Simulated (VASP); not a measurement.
The system is Be2Cd.

```
Be Cd
1.0
     4.91189    0.00000    0.00000
     0.00000    5.06145    0.00000
     0.00000    0.00000    3.30608
Be Cd
4 2
Cartesian
  1.1052 4.1757 1.6530
  3.5611 3.4165 0.0000
  3.8067 0.8858 1.6530
  1.3508 1.6450 0.0000
  2.4559 2.5307 1.6530
  0.0000 0.0000 0.0000
```

```yaml
Program: VASP 6.6.1
Task: relaxation of cell and atoms
Functional: PBE
Potentials_or_basis: VASP PAW PBE potentials, release 64 (Be, Cd)
Cutoff: 600 eV
k_mesh: 4 × 4 × 6
Occupations: gaussian, width 0.1 eV
Spin: no spin polarisation
```

At the start: pressure 28.7 GPa; volume 13.70 Å³/atom.

Problem. Where does the relaxation end?

Solution. Over 39 steps the energy falls by 1104.8 meV/atom and the volume is 13.53 Å³/atom (-1.2 %); space group Pnnm (No. 58, to 0.1 Å) before, Immm (No. 71, to 0.1 Å).

The path:
```csv
step,energy change (eV),largest force (eV/Å),pressure (GPa),volume (Å³)
1,0.0000,0.5186,28.71,82.19
2,-2.0729,0.2730,-1.21,114.96
3,-2.0827,0.2779,0.10,111.68
4,-2.0829,0.2769,-0.18,112.34
5,-2.1059,0.2755,-0.24,112.29
6,-2.1859,0.2540,-0.51,112.10
7,-2.4470,0.3398,-0.96,111.57
8,-3.3204,0.3681,-2.61,109.78
9,-4.5951,0.4740,-4.22,103.18
10,-4.7966,0.8554,-3.98,99.03
11,-4.7599,0.6920,-4.12,100.66
12,-4.7728,0.7053,-4.11,100.42
13,-4.8082,0.7449,-4.09,99.69
14,-4.8698,0.8139,-4.00,98.17
15,-4.9714,0.8991,-3.41,94.89
16,-5.1446,0.7768,-3.13,93.00
17,-5.6861,0.5076,-1.65,87.02
18,-4.7874,0.2717,14.76,73.74
19,-5.8765,0.4889,-0.10,84.05
20,-5.9049,0.4885,1.38,82.09
21,-5.9620,0.4471,0.10,83.11
22,-6.0401,0.3503,-2.97,86.14
23,-6.1231,0.3685,-2.16,84.88
24,-6.2353,0.4865,0.37,81.94
25,-6.1211,0.8723,8.20,75.88
26,-6.2541,0.5770,2.29,80.14
27,-6.3256,0.5121,2.07,79.97
28,-6.4457,0.3923,2.01,79.36
29,-6.4491,0.3467,2.19,79.16
30,-6.5100,0.2602,0.78,80.30
31,-6.5808,0.0605,-2.58,83.74
32,-6.6137,0.0932,-0.73,82.01
33,-6.6140,0.0984,-0.55,81.85
34,-6.6215,0.0703,-0.02,81.26
35,-6.6234,0.0594,0.39,80.80
36,-6.6247,0.0595,-0.07,81.14
37,-6.6248,0.0611,-0.17,81.22
38,-6.6260,0.0520,-0.14,81.21
39,-6.6286,0.0243,-0.11,81.20
```

Final structure:
```
Be Cd
1.0
     7.71616    0.00000    0.00000
     0.00000    2.76263    0.00000
     0.00000    0.00000    3.80939
Be Cd
4 2
Direct
  0.22091 0.99397 0.50000
  0.72091 0.50603 0.00000
  0.77909 0.00603 0.50000
  0.27909 0.49397 0.00000
  0.50000 0.50000 0.50000
  0.00000 0.00000 0.00000
```

Caveat: a cell axis changed by over 15 % at a fixed basis, so the end point is rough.
